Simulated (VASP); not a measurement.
A run of VASP 6.6.1:

Contents of INCAR:

```
SYSTEM = CdTe
  PREC = Accurate
  ENCUT = 520
  EDIFF = 1E-6
  ISMEAR = -1
  SIGMA = 0.2
  LREAL = .False.
  LASPH = .True.
  NELM = 100
  ALGO = Normal
  ISIF = 2
  LWAVE = .False.
  LCHARG = .False.
  GGA = PE
  NBANDS = 16
```

File KPOINTS:

```
regular mesh
0
Gamma
  4 4 4
  0 0 0
```

File POSCAR:

```
CdTe
1.0
    0.0000000000      3.2799012430      3.2799012430
    3.2799012430      0.0000000000      3.2799012430
    3.2799012430      3.2799012430      0.0000000000
Cd Te
1 1
Direct
    0.0000000000      0.0000000000      0.0000000000
    0.2500000000      0.2500000000      0.2500000000
```

Potentials or basis: VASP PAW PBE potentials, release 64 (Cd, Te).

The run is started by

```console
$ cat potpaw_PBE.64/Cd/POTCAR potpaw_PBE.64/Te/POTCAR > POTCAR
$ mpirun -np 1 vasp_std > vasp.out
```

Hardware: 1 thread of Intel Xeon 6975P-C, with other jobs on the host.

**Question.** Estimate the wall time of this run.

**Answer.** Run time: 10 s on 1 thread of Intel Xeon 6975P-C, with other jobs on the host, peak memory 0.2 GiB. Counts: scf iterations 13, k points 8.
